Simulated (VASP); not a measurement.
# Ti in VASP: a series of runs

The runs below take Ti through single point, with LDA.

Everything below comes from runs of VASP 6.6.1. Logs are shortened: lines on timing, memory, paths and dates and some standing lists are left out, and cuts for length are marked.

### 1 The cell of the first run

The typed cell holds 1 atom: a = 2.924 Å, b = 2.924 Å, c = 2.924 Å, α = 120.00°, β = 120.00°, γ = 90.01°.

### 2 Single point, LDA

Input file INCAR:

```
ALGO = Fast
EDIFF = 1E-7
ENCUT = 520
ISIF = 2
ISMEAR = 0
LASPH = T
LCHARG = F
LREAL = F
LWAVE = F
NBANDS = 12
NELM = 100
PREC = Accurate
SIGMA = 0.15
```

Input file KPOINTS:

```
k-points
0
Gamma
  22 22 22
```

Input file POSCAR:

```
Ti
1.0
   -1.4620383950      1.4620383950      2.0673222905
    1.4620383950     -1.4620383950      2.0673222905
    1.4620383950      1.4620383950     -2.0673222905
Ti
1
Direct
    0.0000000000      0.0000000000      0.0000000000
```

Potentials or basis: VASP PAW LDA potentials, release 64 (Ti_sv).

Command:

```
cat potpaw_LDA.64/Ti_sv/POTCAR > POTCAR
mpirun -np 1 vasp_std > vasp.out
```

OUTCAR:

```text
EDIFF = 1E-7
   ENCUT = 520
   ISIF = 2
   ISMEAR = 0
   LASPH = T
   LREAL = F
   NELM = 100
   PREC = Accurate

 ion  position               nearest neighbor table
   1  0.000  0.000  0.000-

  LATTYP: Found a body centered tetragonal cell.
 ALAT       =     2.9240767900
 C/A-ratio  =     1.4140000000

  Lattice vectors:

 A1 = (  -1.4620383950,   1.4620383950,   2.0673222905)
 A2 = (   1.4620383950,  -1.4620383950,   2.0673222905)
 A3 = (   1.4620383950,   1.4620383950,  -2.0673222905)

Analysis of symmetry for initial positions (statically):
=====================================================================
 Subroutine PRICEL returns:
 Original cell was already a primitive cell.

 Routine SETGRP: Setting up the symmetry group for a
 body centered tetragonal supercell.

 Subroutine GETGRP returns: Found 16 space group operations
 (whereof 16 operations were pure point group operations)
 out of a pool of 16 trial point group operations.

The static configuration has the point symmetry D_4h.

Analysis of symmetry for dynamics (positions and initial velocities):
=====================================================================
 Subroutine PRICEL returns:
 Original cell was already a primitive cell.

 Routine SETGRP: Setting up the symmetry group for a
 body centered tetragonal supercell.

 Subroutine GETGRP returns: Found 16 space group operations
 (whereof 16 operations were pure point group operations)
 out of a pool of 16 trial point group operations.

The dynamic configuration has the point symmetry D_4h.

 Subroutine INISYM returns: Found 16 space group operations
 (whereof 16 operations are pure point group operations),
 and found     1 'primitive' translations

----------------------------------------------------------------------------------------

                                     Primitive cell

  volume of cell :      17.6761

  direct lattice vectors                    reciprocal lattice vectors
    -1.462038395  1.462038395  2.067322290     0.000000000  0.341988283  0.241858757
     1.462038395 -1.462038395  2.067322290     0.341988283  0.000000000  0.241858757
     1.462038395  1.462038395 -2.067322290     0.341988283  0.341988283  0.000000000

  length of vectors
     2.923856014  2.923856014  2.923856014     0.418869483  0.418869483  0.483644468

  position of ions in fractional coordinates (direct lattice)
     0.000000000  0.000000000  0.000000000

  ion indices of the primitive-cell ions
   primitive index   ion index
                 1           1

----------------------------------------------------------------------------------------

 KPOINTS: k-points

Automatic generation of k-mesh.
 Grid dimensions read from file:
 generate k-points for:   22   22   22

 Generating k-lattice:

  Cartesian coordinates                     Fractional coordinates (reciprocal lattice)
     0.000000000  0.015544922  0.010993580     0.045454545 -0.000000000  0.000000000
     0.015544922  0.000000000  0.010993580    -0.000000000  0.045454545  0.000000000
     0.015544922  0.015544922  0.000000000     0.000000000  0.000000000  0.045454545

  Length of vectors
     0.019039522  0.019039522  0.021983839

  Shift w.r.t. Gamma in fractional coordinates (k-lattice)
     0.000000000  0.000000000  0.000000000

 Subroutine IBZKPT returns following result:
 ===========================================

 Found    834 irreducible k-points:

 Following reciprocal coordinates:
            Coordinates               Weight
  0.000000  0.000000  0.000000      1.000000
  0.045455 -0.000000  0.000000      8.000000
  0.090909 -0.000000  0.000000      8.000000
  0.136364 -0.000000  0.000000      8.000000
  0.181818 -0.000000  0.000000      8.000000
  0.227273 -0.000000  0.000000      8.000000
[... 16 lines left out ...]
  0.500000  0.045455  0.000000     16.000000
 -0.454545  0.045455 -0.000000     16.000000
 [... further k-points ...]
   k-points           NKPTS =    834   k-points in BZ     NKDIM =    834   number of bands    NBANDS=     12
   number of dos      NEDOS =    301   number of ions     NIONS =      1
   total plane-waves  NPLWV =  13824
   dimension x,y,z NGX =    24 NGY =   24 NGZ =   24
   dimension x,y,z NGXF=    48 NGYF=   48 NGZF=   48
   ions per type =               1
   NGX,Y,Z   is equivalent  to a cutoff of  13.65, 13.65, 13.65 a.u.
   NGXF,Y,Z  is equivalent  to a cutoff of  27.29, 27.29, 27.29 a.u.
 SYSTEM =  unknown system
   PREC   = accura    normal or accurate (medium, high low for compatibility)
   ISTART =      0    job   : 0-new  1-cont  2-samecut
   ICHARG =      2    charge: 1-file 2-atom 10-const
   ISPIN  =      1    spin polarized calculation?
   LNONCOLLINEAR =      F non collinear calculations
   LSORBIT =      F    spin-orbit coupling
   LASPH  =      T    aspherical Exc in radial PAW
   ENCUT  =  520.0 eV  38.22 Ry    6.18 a.u.   5.44  5.44  5.44*2*pi/ulx,y,z
   NELM   =    100;   NELMIN=  2; NELMDL= -5     # of ELM steps
   EDIFF  = 0.1E-06   stopping-criterion for ELM
   LREAL  =      F    real-space projection
   EDIFFG = 0.1E-05   stopping-criterion for IOM
   NSW    =      0    number of steps for IOM
   IBRION =     -1    ionic relax: 0-MD 1-quasi-New 2-CG
   NFREE  =      0    steps in history (QN), initial steepest desc. (CG)
   ISIF   =      2    stress and relaxation
   ISYM   =      2    0-nonsym 1-usesym 2-fastsym
   POTIM  = 0.5000    time-step for ionic-motion
   TEBEG  =    0.0;   TEEND  =   0.0 temperature during run
   PSTRESS=    0.0 pullay stress
   NELECT =      12.0000    total number of electrons
   NUPDOWN=      -1.0000    fix difference up-down
   EMIN   =  10.00;   EMAX   =-10.00  energy-range for DOS
   EFERMI =   0.00;   METHOD = LEGACY
   ISMEAR =     0;   SIGMA  =   0.15  broadening in eV -4-tet -1-fermi 0-gaus
   EFERMI_NEDOS =   21; number of points for ismear=-14 and -15
   IALGO  =     68    algorithm
   IMIX   =      4    mixing-type and parameters
     AMIX     =   0.40;   BMIX     =  1.00
     AMIX_MAG =   1.60;   BMIX_MAG =  1.00
  volume/ion in A,a.u.               =      17.68       119.28
  Fermi-wavevector in a.u.,A,eV,Ry     =   1.438821  2.718977 28.166848  2.070205
  Thomas-Fermi vector in A             =   2.557745
   LORBIT       =      0    0 simple, 1 ext, 2 COOP (PROOUT), +10 PAW based schemes
   GGA     = CA    functional components
   LHFCALC =     F    Hartree Fock is set to
   AEXX    =    0.0000 exact exchange contribution
   IVDW    =     0    specifies the selected vdW correction
   LEPSILON=     F    determine dielectric tensor
   LRPA    =     F    only Hartree local field effects (RPA)
 non-spin polarized calculation
 RMM-DIIS sequential band-by-band and
 Gauss-broadening in eV      SIGMA  =   0.15
  energy-cutoff  :      520.00
  volume of cell :       17.68
 maximum number of plane-waves:       531
 NGX is ok and might be reduce to    24
   NGX = 11   NGY = 11   NGZ = 11

 number of electron      11.9999999 magnetization

 Free energy of the ion-electron system (eV)
  ---------------------------------------------------
  ext. energy  EPLUGINS =         0.00000000
  ---------------------------------------------------
  free energy    TOTEN  =        -8.45190468 eV

  energy without entropy =       -8.43150080  energy(sigma->0) =       -8.44170274

 E-fermi :   7.7992     XC(G=0): -11.7006

 val. band max:        7.7987973988   @ k =  -0.3636   0.0455  -0.0000
 cond. band min:       7.8076312102   @ k =   0.3182   0.3182   0.0000
 fundamental gap:      0.0088338114
 Fermi energy:         7.7991849622

 k-point     1 :       0.0000    0.0000    0.0000
  band No.  band energies     occupation
      1     -48.2493      2.00000
      2     -24.4992      2.00000
      3     -24.4992      2.00000
      4     -24.4992      2.00000
      5       1.8209      2.00000
      6       8.6312      0.00000
      7       8.6312      0.00000
      8       8.6324      0.00000
      9      10.1951      0.00000
     10      10.1965      0.00000
     11      23.0506      0.00000
     12      27.3499      0.00000

 k-point     2 :       0.0455   -0.0000    0.0000
  band No.  band energies     occupation
      1     -48.2469      2.00000
      2     -24.5128      2.00000
      3     -24.5009      2.00000
      4     -24.5008      2.00000
      5       1.8871      2.00000
      6       8.5913      0.00000
      7       8.6555      0.00000
      8       8.6563      0.00000
      9      10.1795      0.00000
     10      10.1808      0.00000
     11      23.1042      0.00000
     12      26.7814      0.00000

 k-point     3 :       0.0909   -0.0000    0.0000
  band No.  band energies     occupation
      1     -48.2398      2.00000
      2     -24.5527      2.00000
      3     -24.5059      2.00000
      4     -24.5059      2.00000
      5       2.0827      2.00000
      6       8.4779      0.00000
      7       8.7219      0.00000
      8       8.7227      0.00000
      9      10.1404      0.00000
     10      10.1417      0.00000
     11      23.2195      0.00000
     12      25.6304      0.00000

 k-point     4 :       0.1364   -0.0000    0.0000
  band No.  band energies     occupation
      1     -48.2287      2.00000
      2     -24.6151      2.00000
      3     -24.5138      2.00000
      4     -24.5137      2.00000
      5       2.3985      2.00000
      6       8.3116      0.00000
      7       8.8096      0.00000
      8       8.8104      0.00000
      9      10.1027      0.00000
     10      10.1038      0.00000
     11      23.1718      0.00000
     12      24.5427      0.00000

 k-point     5 :       0.1818   -0.0000    0.0000
  band No.  band energies     occupation
      1     -48.2144      2.00000
      2     -24.6946      2.00000
      3     -24.5239      2.00000
      4     -24.5239      2.00000
      5       2.8183      2.00000
      6       8.1220      0.00234
      7       8.8806      0.00000
      8       8.8815      0.00000
      9      10.1085      0.00000
     10      10.1093      0.00000
     11      22.4103      0.00000
     12      24.0801      0.00000

 k-point     6 :       0.2273   -0.0000    0.0000
  band No.  band energies     occupation
      1     -48.1981      2.00000
      2     -24.7845      2.00000
      3     -24.5354      2.00000
      4     -24.5354      2.00000
      5       3.3158      2.00000
      6       7.9444      0.17089
      7       8.8942      0.00000
      8       8.8953      0.00000
      9      10.2002      0.00000
     10      10.2007      0.00000
     11      21.2089      0.00000
     12      23.8987      0.00000

 k-point     7 :       0.2727    0.0000    0.0000
  band No.  band energies     occupation
      1     -48.1809      2.00000
      2     -24.8772      2.00000
      3     -24.5474      2.00000
      4     -24.5473      2.00000
      5       3.8510      2.00000
      6       7.8195      0.84793
      7       8.8429      0.00000
      8       8.8441      0.00000
      9      10.3827      0.00000
     10      10.3829      0.00000
     11      19.9551      0.00000
     12      23.6163      0.00000

 k-point     8 :       0.3182   -0.0000    0.0000
  band No.  band energies     occupation
      1     -48.1644      2.00000
      2     -24.9653      2.00000
      3     -24.5589      2.00000
      4     -24.5588      2.00000
      5       4.3653      2.00000
      6       7.7930      1.04626
      7       8.7540      0.00000
      8       8.7552      0.00000
      9      10.6198      0.00000
     10      10.6198      0.00000
     11      18.7411      0.00000
     12      23.2476      0.00000
[... 166 lines left out ...]
 k-point    20 :       0.3636    0.0455    0.0000
  band No.  band energies     occupation
      1     -48.1446      2.00000
      2     -25.0607      2.00000
      3     -24.5864      2.00000
      4     -24.5683      2.00000
      5       4.9488      2.00000
      6       7.9154      0.27316
      7       8.5949      0.00000
      8       8.6586      0.00000
      9      10.8152      0.00000
     10      11.1365      0.00000
     11      17.3009      0.00000
     12      22.7597      0.00000

 k-point    21 :       0.4091    0.0455    0.0000
  band No.  band energies     occupation
      1     -48.1346      2.00000
      2     -25.1122      2.00000
      3     -24.5916      2.00000
      4     -24.5771      2.00000
      5       5.1811      2.00000
      6       8.1304      0.00179
      7       8.5448      0.00000
      8       8.5882      0.00000
      9      11.0454      0.00000
     10      11.3110      0.00000
     11      16.4296      0.00000
     12      22.5076      0.00000

 k-point    22 :       0.4545    0.0455    0.0000
  band No.  band energies     occupation
      1     -48.1290      2.00000
      2     -25.1411      2.00000
      3     -24.5934      2.00000
      4     -24.5832      2.00000
      5       5.2874      2.00000
      6       8.2636      0.00001
      7       8.5508      0.00000
      8       8.5716      0.00000
      9      11.2053      0.00000
     10      11.3983      0.00000
     11      15.8902      0.00000
     12      22.3654      0.00000

 k-point    23 :       0.5000    0.0455    0.0000
  band No.  band energies     occupation
      1     -48.1282      2.00000
      2     -25.1453      2.00000
      3     -24.5915      2.00000
      4     -24.5862      2.00000
      5       5.3010      2.00000
      6       8.2713      0.00001
      7       8.5500      0.00000
      8       8.5866      0.00000
      9      11.2723      0.00000
     10      11.3706      0.00000
     11      15.8069      0.00000
     12      22.3474      0.00000

 k-point    24 :      -0.4545    0.0455   -0.0000
  band No.  band energies     occupation
      1     -48.1322      2.00000
      2     -25.1246      2.00000
      3     -24.5863      2.00000
      4     -24.5857      2.00000
      5       5.2279      2.00000
      6       8.1780      0.00036
      7       8.5423      0.00000
      8       8.5852      0.00000
      9      11.2262      0.00000
     10      11.2382      0.00000
     11      16.2038      0.00000
     12      22.4562      0.00000

 [... further k-points ...]
[... 5 lines left out ...]
  --------------------------------------------------------------------------------------
  -------------------------------------------------------------------------------------
  Total       -1.1193876     -1.1193876     -1.1188535      0.0000000     -0.0000000      0.0000000
  in kB     -101.4624515   -101.4624515   -101.4140359      0.0000000     -0.0000000      0.0000000
  external PRESSURE =    -101.4463130 kB  Pullay stress =       0.0000000 kB

 VOLUME and BASIS-vectors are now :
 -----------------------------------------------------------------------------
  energy-cutoff  :      520.00
  volume of cell :       17.68
      direct lattice vectors                 reciprocal lattice vectors
    -1.462038395  1.462038395  2.067322290     0.000000000  0.341988283  0.241858757
     1.462038395 -1.462038395  2.067322290     0.341988283  0.000000000  0.241858757
     1.462038395  1.462038395 -2.067322290     0.341988283  0.341988283  0.000000000

 POSITION                                       TOTAL-FORCE (eV/Angst)
 -----------------------------------------------------------------------------------
      0.00000      0.00000      0.00000         0.000000      0.000000     -0.000000
 -----------------------------------------------------------------------------------
    total drift:                                0.000000      0.000000     -0.000000

  FREE ENERGIE OF THE ION-ELECTRON SYSTEM (eV)
  ---------------------------------------------------
  free  energy   TOTEN  =        -8.4519046795 eV

  energy  without entropy=       -8.4315008039  energy(sigma->0) =       -8.44170274
```

Run time: 2.5 min. Hardware: 1 thread of Intel Xeon 6975P-C (Granite Rapids), shared host; peak memory 0.28 GiB.

What came out:

```yaml
Free_energy: -8.4519 eV
Pressure: -10.1 GPa
Band_gap_on_the_k_mesh: zero (band 6 reaches 8.63 eV, above the bottom of band 7 at 7.31 eV)
```

(Continued in part 2 of 2.)
